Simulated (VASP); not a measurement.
# Si6Cl in VASP: further runs, part 2 of 2

VASP 6.6.1.

**3. Single point, PBE, collinear spin**

The input, INCAR:

```
PREC = Accurate
ENCUT = 520
EDIFF = 1E-6
ISMEAR = 0
SIGMA = 0.05
LREAL = False
LASPH = True
NELM = 150
ALGO = Normal
ISIF = 2
LWAVE = False
LCHARG = False
ISPIN = 2
MAGMOM = 0 0 0 0 0 0 1
LORBIT = 11
LDIPOL = True
IDIPOL = 3
DIPOL = 0.5 0.5 0.335
GGA = PE
NBANDS = 28
```

The input, KPOINTS:

```
Automatic mesh
0
Gamma
  7 5 1
```

The input, POSCAR:

```
Si6Cl
1.0
    3.8675355695      0.0000000000      0.0000000000
    0.0000000000      5.4695212554      0.0000000000
    0.0000000000      0.0000000000     19.2238421361
Si Cl
6 1
Direct
    0.5000000000      0.0000000000      0.2080749505
    0.0000000000      0.2500000000      0.2080749505
    0.0000000000      0.5024402202      0.3062860998
    0.5000000000      0.7475597798      0.3062860998
    0.5000000000      0.0098635024      0.4017845174
    0.0000000000      0.2401364976      0.4017845174
    0.6666666667      0.1765301691      0.5143280883
```

Potentials or basis: VASP PAW PBE potentials, release 64 (Si, Cl).

The run is started by

```console
cat potpaw_PBE.64/Si/POTCAR potpaw_PBE.64/Cl/POTCAR > POTCAR
mpirun -np 1 vasp_std > vasp.out
```

OUTCAR:

```text
PREC = Accurate
   ENCUT = 520
   EDIFF = 1E-6
   ISMEAR = 0
   LREAL = False
   LASPH = True
   NELM = 150
   ISIF = 2
   ISPIN = 2
   LORBIT = 11
   GGA = PE

 ion  position               nearest neighbor table
   1  0.500  0.000  0.208-   4 2.34   2 2.37   2 2.37
   2  0.000  0.250  0.208-   3 2.34   1 2.37   1 2.37
   3  0.000  0.502  0.306-   6 2.33   2 2.34   4 2.35   4 2.35
   4  0.500  0.748  0.306-   5 2.33   1 2.34   3 2.35   3 2.35
   5  0.500  0.010  0.402-   6 2.31   6 2.31   4 2.33   7 2.43
   6  0.000  0.240  0.402-   5 2.31   5 2.31   3 2.33   7 2.54
   7  0.667  0.177  0.514-   5 2.43   6 2.54

  LATTYP: Found a simple orthorhombic cell.
 ALAT       =     3.8675355695
 B/A-ratio  =     1.4142135624
 C/A-ratio  =     4.9705663440

  Lattice vectors:

 A1 = (   3.8675355695,   0.0000000000,   0.0000000000)
 A2 = (   0.0000000000,   5.4695212554,   0.0000000000)
 A3 = (   0.0000000000,   0.0000000000,  19.2238421361)

Analysis of symmetry for initial positions (statically):
=====================================================================
 Subroutine PRICEL returns:
 Original cell was already a primitive cell.

 Routine SETGRP: Setting up the symmetry group for a
 simple orthorhombic supercell.
[... 1297 lines left out ...]
 -----------------------------------------------------------------------------
  energy-cutoff  :      520.00
  volume of cell :      406.65
      direct lattice vectors                 reciprocal lattice vectors
     3.867535570  0.000000000  0.000000000     0.258562586  0.000000000  0.000000000
     0.000000000  5.469521255  0.000000000     0.000000000  0.182831358  0.000000000
     0.000000000  0.000000000 19.223842136     0.000000000  0.000000000  0.052018738

 POSITION                                       TOTAL-FORCE (eV/Angst)
 -----------------------------------------------------------------------------------
      1.93377      0.00000      4.00000         0.021375      0.326104      0.217499
      0.00000      1.36738      4.00000        -0.024622     -0.302539      0.171307
      0.00000      2.74811      5.88800         0.008521      0.254565     -0.223188
      1.93377      4.08879      5.88800        -0.056173     -0.329539     -0.237545
      1.93377      0.05395      7.72384         0.373237      0.350321      0.173291
      0.00000      1.31343      7.72384        -0.730914     -0.216453     -0.095332
      2.57836      0.96554      9.88736         0.408578     -0.082459     -0.006033
 -----------------------------------------------------------------------------------
    total drift:                               -0.000017     -0.000096      0.000101

  FREE ENERGIE OF THE ION-ELECTRON SYSTEM (eV)
  ---------------------------------------------------
  free  energy   TOTEN  =       -31.4434618229 eV

  energy  without entropy=      -31.4397192360  energy(sigma->0) =      -31.44159053

 vacuum level on the upper side and lower side of the slab         3.914         3.252

 total charge

# of ion       s       p       d       tot
------------------------------------------
    1        0.811   0.820   0.000   1.632
    2        0.809   0.823   0.000   1.632
    3        0.780   0.902   0.000   1.682
    4        0.782   0.901   0.000   1.684
    5        0.800   0.830   0.000   1.630
    6        0.807   0.827   0.000   1.633
    7        1.613   3.442   0.000   5.055
--------------------------------------------------
tot          6.402   8.545   0.000  14.947

 magnetization (x)

# of ion       s       p       d       tot
------------------------------------------
    1       -0.000  -0.000   0.000  -0.000
    2       -0.000  -0.000   0.000  -0.000
    3       -0.000  -0.000   0.000  -0.000
    4       -0.000  -0.000   0.000  -0.000
    5       -0.000  -0.000   0.000  -0.000
    6        0.000   0.000   0.000   0.000
    7        0.000   0.000   0.000   0.000
--------------------------------------------------
tot         -0.000  -0.000   0.000  -0.000
```

OSZICAR:

```text
N       E                     dE             d eps       ncg     rms          rms(c)
DAV:   1     0.158410635218E+03    0.15841E+03   -0.97601E+03  2016   0.801E+02
DAV:   2    -0.119423508448E+02   -0.17035E+03   -0.16028E+03  3080   0.148E+02
DAV:   3    -0.315226545579E+02   -0.19580E+02   -0.18943E+02  2464   0.477E+01
DAV:   4    -0.321688797826E+02   -0.64623E+00   -0.64424E+00  2708   0.110E+01
[... 24 lines left out ...]
DAV:  29    -0.314434532872E+02   -0.45458E-05   -0.15874E-07  1904   0.195E-03    0.442E-04
DAV:  30    -0.314434576436E+02   -0.43564E-05   -0.14377E-07  1920   0.155E-03    0.320E-04
DAV:  31    -0.314434595547E+02   -0.19111E-05   -0.62746E-08  1980   0.101E-03    0.239E-04
DAV:  32    -0.314434612016E+02   -0.16469E-05   -0.72630E-08  1948   0.911E-04    0.119E-04
DAV:  33    -0.314434618229E+02   -0.62126E-06   -0.47103E-08  1976   0.676E-04
   1 F= -.31443462E+02 E0= -.31441591E+02  d E =-.374259E-02  mag=    -0.0000
```

stdout:

```text
POSCAR found type information on POSCAR SiCl
 POSCAR found :  2 types and       7 ions
 scaLAPACK will be used
 LDA part: xc-table for (Slater+PW92), standard interpolation
 POSCAR, INCAR and KPOINTS ok, starting setup
 FFT: planning ... GRIDC
 FFT: planning ... GRID_SOFT
 FFT: planning ... GRID
 WAVECAR not read
 entering main loop
```

It took 8.1 min on 1 thread of Intel Xeon 6975P-C (Granite Rapids), shared host; peak memory 0.75 GiB.

Results:

| Item | Value |
| --- | --- |
| Free energy | -31.4435 eV |
| Largest force | 0.768 eV/Å |
| Net moment | 0.00 μB per cell |
| Valence electrons inside the program's atomic spheres | Si 1.63, 1.68 (each value once); Cl 5.05 |

Forces on the atoms (eV/Å):
```
Si   0.021  0.326  0.217
Si  -0.025 -0.303  0.171
Si   0.009  0.255 -0.223
Si  -0.056 -0.330 -0.238
Si   0.373  0.350  0.173
Si  -0.731 -0.216 -0.095
Cl   0.409 -0.082 -0.006
```

Levels at points of the mesh, in eV from the Fermi level:
Spin up:
```tsv
k point	band 11	band 12	band 13	band 14	band 15	band 16	band 17	band 18	band 19	band 20
(0.00, 0.00, 0.00)	-2.61	-2.04	-1.21	-0.40	-0.26	0.14	0.31	1.20	2.21	2.50
```
Spin down:
```csv
k point,band 11,band 12,band 13,band 14,band 15,band 16,band 17,band 18,band 19,band 20
"(0.00, 0.00, 0.00)",-2.61,-2.04,-1.21,-0.40,-0.26,0.14,0.31,1.20,2.21,2.50
```

**4. Single point, PBE, collinear spin**

The input, INCAR:

```
PREC     = Accurate       # precision mode
ENCUT    = 520            # plane-wave cutoff, eV
EDIFF    = 1E-6           # SCF threshold, eV
ISMEAR   = 0              # smearing method
SIGMA    = 0.05           # smearing width, eV
LREAL    = F              # projectors in reciprocal space
LASPH    = T              # aspherical terms in the spheres
NELM     = 150            # most SCF steps
ALGO     = Normal         # electronic algorithm
ISIF     = 2              # what is computed and relaxed
LWAVE    = F              # write WAVECAR
LCHARG   = F              # write CHGCAR
ISPIN    = 2              # spin polarisation
MAGMOM   = 0 0 0 0 0 0 1  # initial moments
LORBIT   = 11             # projections on sites
LDIPOL   = T            
IDIPOL   = 3            
DIPOL    = 0.5 0.5 0.329
GGA      = PE             # functional
NBANDS   = 28             # bands
```

The input, KPOINTS:

```
regular mesh
0
Gamma
  7 5 1
```

Changes to POSCAR since step 3:

```diff
@@ -14,2 +14,2 @@
     0.0000000000      0.2401364976      0.4017845174
-    0.6666666667      0.1765301691      0.5143280883
+    0.6666666667      0.5098635024      0.4728217696
```

Potentials or basis: VASP PAW PBE potentials, release 64 (Si, Cl).

The run is started by

```console
cat potpaw_PBE.64/Si/POTCAR potpaw_PBE.64/Cl/POTCAR > POTCAR
mpirun -np 1 vasp_std > vasp.out
```

OUTCAR:

```text
PREC = Accurate
   ENCUT = 520
   EDIFF = 1E-6
   ISMEAR = 0
   LREAL = F
   LASPH = T
   NELM = 150
   ISIF = 2
   ISPIN = 2
   LORBIT = 11
   GGA = PE

 ion  position               nearest neighbor table
   1  0.500  0.000  0.208-   4 2.34   2 2.37   2 2.37
   2  0.000  0.250  0.208-   3 2.34   1 2.37   1 2.37
   3  0.000  0.502  0.306-   6 2.33   2 2.34   4 2.35   4 2.35
   4  0.500  0.748  0.306-   5 2.33   1 2.34   3 2.35   3 2.35
   5  0.500  0.010  0.402-   6 2.31   6 2.31   4 2.33
   6  0.000  0.240  0.402-   5 2.31   5 2.31   3 2.33   7 2.39
   7  0.667  0.510  0.473-   6 2.39

  LATTYP: Found a simple orthorhombic cell.
 ALAT       =     3.8675355695
 B/A-ratio  =     1.4142135624
 C/A-ratio  =     4.9705663440

[... 1320 lines left out ...]
      0.00000      2.74811      5.88800         0.161518      0.179372     -0.505721
      1.93377      4.08879      5.88800        -0.284545      0.009058      0.133319
      1.93377      0.05395      7.72384         0.320368     -0.614922     -0.202928
      0.00000      1.31343      7.72384        -1.224097      0.743967      0.570689
      2.57836      2.78871      9.08945         1.046400     -0.453079     -0.004120
 -----------------------------------------------------------------------------------
    total drift:                               -0.000022     -0.000094      0.000115

  FREE ENERGIE OF THE ION-ELECTRON SYSTEM (eV)
  ---------------------------------------------------
  free  energy   TOTEN  =       -31.6900423364 eV

  energy  without entropy=      -31.6881284836  energy(sigma->0) =      -31.68908541

 vacuum level on the upper side and lower side of the slab         3.966         3.419

 total charge

# of ion       s       p       d       tot
------------------------------------------
    1        0.806   0.825   0.000   1.630
    2        0.793   0.841   0.000   1.634
    3        0.778   0.909   0.000   1.687
    4        0.770   0.916   0.000   1.686
    5        0.814   0.840   0.000   1.654
    6        0.782   0.827   0.000   1.609
    7        1.614   3.449   0.000   5.063
--------------------------------------------------
tot          6.356   8.608   0.000  14.963

 magnetization (x)

# of ion       s       p       d       tot
------------------------------------------
    1        0.014   0.088   0.000   0.102
    2        0.027   0.154   0.000   0.181
    3        0.002   0.024   0.000   0.026
    4        0.003   0.019   0.000   0.022
    5       -0.004  -0.011   0.000  -0.015
    6        0.005   0.009   0.000   0.014
    7        0.000   0.011   0.000   0.012
--------------------------------------------------
tot          0.048   0.294   0.000   0.342
```

stdout:

```text
POSCAR found type information on POSCAR SiCl
 POSCAR found :  2 types and       7 ions
 scaLAPACK will be used
 LDA part: xc-table for (Slater+PW92), standard interpolation
 POSCAR, INCAR and KPOINTS ok, starting setup
 FFT: planning ... GRIDC
 FFT: planning ... GRID_SOFT
 FFT: planning ... GRID
 WAVECAR not read
 entering main loop
```

Run time: 8.5 min. Hardware: 1 thread of Intel Xeon 6975P-C (Granite Rapids), shared host; peak memory 0.75 GiB.

What came out:

```yaml
Free_energy: -31.6900 eV
Largest_force: 1.542 eV/Å
Band_gap_on_the_k_mesh: 0.03 eV (least direct gap 0.17 eV)
Net_moment: 0.96 μB per cell
Site_moments: Si +0.10, +0.18, +0.03, +0.02, -0.01, +0.01; Cl +0.01 μB
Valence_electrons_inside_the_program's_atomic_spheres: Si 1.63, 1.69, 1.65, 1.61 (each value once); Cl 5.06
```

Forces on the atoms (eV/Å):
```
Si  -0.076  0.734  0.090
Si   0.057 -0.598 -0.081
Si   0.162  0.179 -0.506
Si  -0.285  0.009  0.133
Si   0.320 -0.615 -0.203
Si  -1.224  0.744  0.571
Cl   1.046 -0.453 -0.004
```

Levels at points of the mesh, in eV from the valence-band top:
Spin up:
| k point | band 12 | band 13 | band 14 | band 15 | band 16 | band 17 | band 18 | band 19 | band 20 | band 21 |
| --- | --- | --- | --- | --- | --- | --- | --- | --- | --- | --- |
| (0.00, 0.00, 0.00) | -2.40 | -1.48 | -0.88 | -0.46 | 0.00 | 0.62 | 1.14 | 2.24 | 2.56 | 2.80 |
Spin down:
| k point | band 13 | band 14 | band 15 | band 16 | band 17 | band 18 |
| --- | --- | --- | --- | --- | --- | --- |
| (0.00, 0.00, 0.00) | -1.38 | -0.45 | -0.33 | 0.33 | 0.80 | 1.23 |

Caveat: a moment this small can come from the mesh or the smearing; the smearing spreads over this small gap.

**5. Single point, PBE, collinear spin**

The input, INCAR:

```
SYSTEM = Si6Cl
PREC     = Accurate       ! precision mode
ENCUT    = 520            ! plane-wave cutoff, eV
EDIFF    = 1E-7           ! SCF threshold, eV
ISMEAR   = 0              ! smearing method
SIGMA    = 0.05           ! smearing width, eV
LREAL    = .FALSE.        ! projectors in reciprocal space
LASPH    = .TRUE.         ! aspherical terms in the spheres
NELM     = 150            ! most SCF steps
ALGO     = Normal         ! electronic algorithm
ISIF     = 2              ! what is computed and relaxed
LWAVE    = .FALSE.        ! write WAVECAR
LCHARG   = .TRUE.         ! write CHGCAR
ISPIN    = 2              ! spin polarisation
MAGMOM   = 0 0 0 0 0 0 1  ! initial moments
LORBIT   = 11             ! projections on sites
LDIPOL   = .TRUE.       
IDIPOL   = 3            
DIPOL    = 0.5 0.5 0.333
GGA      = PE             ! functional
LELF     = .TRUE.         ! ELF
LVHAR    = .TRUE.       
LVACPOTAV= .TRUE.       
NBANDS   = 28             ! bands
```

The input, KPOINTS:

```
Automatic mesh
0
G
  7 5 1
  0 0 0
```

Changes to POSCAR since step 4:

```diff
@@ -14,2 +14,2 @@
     0.0000000000      0.2401364976      0.4017845174
-    0.6666666667      0.5098635024      0.4728217696
+    0.6666666667      0.8431968357      0.4962513343
```

Potentials or basis: VASP PAW PBE potentials, release 64 (Si, Cl).

The run is started by

```console
cat potpaw_PBE.64/Si/POTCAR potpaw_PBE.64/Cl/POTCAR > POTCAR
mpirun -np 1 vasp_std > vasp.out
```

OUTCAR:

```text
SYSTEM = Si6Cl
   PREC = Accurate
   ENCUT = 520
   EDIFF = 1E-7
   ISMEAR = 0
   LREAL = .FALSE.
   LASPH = .TRUE.
   NELM = 150
   ISIF = 2
   ISPIN = 2
   LORBIT = 11
   GGA = PE

 ion  position               nearest neighbor table
   1  0.500  0.000  0.208-   4 2.34   2 2.37   2 2.37
   2  0.000  0.250  0.208-   3 2.34   1 2.37   1 2.37
   3  0.000  0.502  0.306-   6 2.33   2 2.34   4 2.35   4 2.35
   4  0.500  0.748  0.306-   5 2.33   1 2.34   3 2.35   3 2.35
   5  0.500  0.010  0.402-   7 2.13   6 2.31   6 2.31   4 2.33
   6  0.000  0.240  0.402-   5 2.31   5 2.31   3 2.33
   7  0.667  0.843  0.496-   5 2.13

  LATTYP: Found a simple orthorhombic cell.
 ALAT       =     3.8675355695
 B/A-ratio  =     1.4142135624
 C/A-ratio  =     4.9705663440

  Lattice vectors:

 A1 = (   3.8675355695,   0.0000000000,   0.0000000000)
 A2 = (   0.0000000000,   5.4695212554,   0.0000000000)
 A3 = (   0.0000000000,   0.0000000000,  19.2238421361)

Analysis of symmetry for initial positions (statically):
[... 1298 lines left out ...]
  external PRESSURE =       2.7466531 kB  Pullay stress =       0.0000000 kB

 VOLUME and BASIS-vectors are now :
 -----------------------------------------------------------------------------
  energy-cutoff  :      520.00
  volume of cell :      406.65
      direct lattice vectors                 reciprocal lattice vectors
     3.867535570  0.000000000  0.000000000     0.258562586  0.000000000  0.000000000
     0.000000000  5.469521255  0.000000000     0.000000000  0.182831358  0.000000000
     0.000000000  0.000000000 19.223842136     0.000000000  0.000000000  0.052018738

 POSITION                                       TOTAL-FORCE (eV/Angst)
 -----------------------------------------------------------------------------------
      1.93377      0.00000      4.00000        -0.039319      0.503028     -0.253270
      0.00000      1.36738      4.00000         0.055191     -0.858826      0.296605
      0.00000      2.74811      5.88800         0.157557      0.043853      0.236343
      1.93377      4.08879      5.88800        -0.043334     -0.130616     -0.539161
      1.93377      0.05395      7.72384         0.573933      0.020042      0.703401
      0.00000      1.31343      7.72384        -0.208473      0.684008     -0.450891
      2.57836      4.61188      9.53986        -0.495554     -0.261489      0.006973
 -----------------------------------------------------------------------------------
    total drift:                                0.000019     -0.000129     -0.000260

  FREE ENERGIE OF THE ION-ELECTRON SYSTEM (eV)
  ---------------------------------------------------
  free  energy   TOTEN  =       -32.2497440985 eV

  energy  without entropy=      -32.2422063010  energy(sigma->0) =      -32.24597520

 vacuum level on the upper side and lower side of the slab         3.959         3.393

 total charge

# of ion       s       p       d       tot
------------------------------------------
    1        0.795   0.843   0.000   1.638
    2        0.813   0.809   0.000   1.622
    3        0.770   0.913   0.000   1.683
    4        0.776   0.910   0.000   1.686
    5        0.761   0.879   0.000   1.640
    6        0.810   0.857   0.000   1.668
    7        1.607   3.507   0.000   5.113
--------------------------------------------------
tot          6.332   8.718   0.000  15.050

 magnetization (x)

# of ion       s       p       d       tot
------------------------------------------
    1       -0.000  -0.000   0.000  -0.000
    2       -0.000  -0.000   0.000  -0.000
    3       -0.000  -0.000   0.000  -0.000
    4       -0.000  -0.000   0.000  -0.000
    5       -0.000  -0.000   0.000  -0.000
    6        0.000   0.000   0.000   0.000
    7       -0.000  -0.000   0.000  -0.000
--------------------------------------------------
tot         -0.000  -0.000   0.000  -0.000
```

OSZICAR:

```text
N       E                     dE             d eps       ncg     rms          rms(c)
DAV:   1     0.160418761923E+03    0.16042E+03   -0.97665E+03  2016   0.800E+02
DAV:   2    -0.116007035882E+02   -0.17202E+03   -0.16168E+03  3016   0.149E+02
DAV:   3    -0.321829006856E+02   -0.20582E+02   -0.20055E+02  2552   0.489E+01
DAV:   4    -0.328641318991E+02   -0.68123E+00   -0.67958E+00  2632   0.113E+01
[... 29 lines left out ...]
DAV:  34    -0.322497413885E+02   -0.46713E-05   -0.73689E-07  2272   0.191E-03    0.575E-04
DAV:  35    -0.322497429021E+02   -0.15135E-05   -0.22909E-07  2284   0.125E-03    0.408E-04
DAV:  36    -0.322497436590E+02   -0.75692E-06   -0.16137E-07  2288   0.104E-03    0.230E-04
DAV:  37    -0.322497440013E+02   -0.34227E-06   -0.64293E-08  2228   0.703E-04    0.209E-04
DAV:  38    -0.322497440985E+02   -0.97252E-07   -0.20385E-08  1992   0.449E-04
   1 F= -.32249744E+02 E0= -.32245975E+02  d E =-.753780E-02  mag=    -0.0001
```

It took 10 min on 1 thread of Intel Xeon 6975P-C (Granite Rapids), shared host; peak memory 0.75 GiB.

Results:

```yaml
Free_energy: -32.2497 eV
Largest_force: 0.910 eV/Å
Net_moment: 0.00 μB per cell
Valence_electrons_inside_the_program's_atomic_spheres: Si 1.64, 1.62, 1.68, 1.69, 1.67 (each value once); Cl 5.11
```

Forces on the atoms (eV/Å):
```
Si  -0.039  0.503 -0.253
Si   0.055 -0.859  0.297
Si   0.158  0.044  0.236
Si  -0.043 -0.131 -0.539
Si   0.574  0.020  0.703
Si  -0.208  0.684 -0.451
Cl  -0.496 -0.261  0.007
```

**6. Summary**

```csv
cell,gap on the mesh (eV),moment (μB),largest force (eV/Å)
"as given, atomic positions A",none,0.00,1.42
"as given, atomic positions B",none,0.00,0.77
"as given, atomic positions C",0.03,0.96,1.54
"as given, atomic positions D",none,0.00,0.91
```

Alike in all rows: task single point; level PBE; potentials or basis VASP PAW PBE potentials, release 64 (Si, Cl); spin collinear; k mesh 7 × 5 × 1; cutoff (eV) 520; smearing gaussian 0.05 eV.

Caveats: a moment this small can come from the mesh or the smearing (at least some runs); the smearing spreads over this small gap (at least some runs).

Absolute energies hang on the potentials; compare differences alone.
